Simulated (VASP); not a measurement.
Wanted: the native input for a VASP 6.6.1 run.

```yaml
Task: relaxation of cell and atoms
Functional: PBEsol
Potentials_or_basis: VASP PAW PBE potentials, release 64 (Au)
Cutoff: 600 eV
k_mesh: 18 × 18 × 18
Occupations: fermi-dirac, width 0.08 eV
Spin: no spin polarisation
Dipole_correction: no
Further_INCAR_settings: ALGO = Normal; EDIFF = 1e-06; IBRION = 2; EDIFFG = -0.005; NSW = 60; ISIF = 3
```

The structure of Au lies in POSCAR:

```
Au
1.0
    0.0000000000      2.0388247748      2.0388247748
    2.0388247748      0.0000000000      2.0388247748
    2.0388247748      2.0388247748      0.0000000000
Au
1
Direct
    0.0000000000      0.0000000000      0.0000000000
```

These files were run (other wordings do the same):

INCAR

```
SYSTEM = Au
ALGO = Normal
EDIFF = 1E-6
EDIFFG = -0.005
ENCUT = 600
GGA = PS
IBRION = 2
ISIF = 3
ISMEAR = -1
LASPH = .TRUE.
LCHARG = .FALSE.
LREAL = .FALSE.
LWAVE = .FALSE.
NELM = 100
NSW = 60
PREC = Accurate
SIGMA = 0.08
```

KPOINTS

```
k-points
0
G
  18 18 18
  0 0 0
```

Potentials or basis: VASP PAW PBE potentials, release 64 (Au).

Command:

```console
$ cat potpaw_PBE.64/Au/POTCAR > POTCAR
$ mpirun -np 1 vasp_std > vasp.out
```

Results of the run:

* Relaxed volume: 17.00 Å³/atom
* Relaxed cell: a = 2.886 Å, b = 2.886 Å, c = 2.886 Å, α = 60.00°, β = 60.00°, γ = 60.00°
* Space group after relaxing (to 0.1 Å): Fm-3m (No. 225)
* Energy gained by relaxing: 0.1 meV/atom
* Ionic steps: 3
* Pressure after relaxing: 0.0 GPa
* Band gap on the k mesh: zero (an odd number of electrons rules out a gap without spin polarisation)

Caveat: the PAW data sets were made with another functional, which shifts forces and pressure a little; spin-orbit coupling is left out, which moves the levels of the heavy elements.

Run time: 100 s on 1 thread of AMD EPYC 7R13 (shared host), peak memory 0.14 GiB.
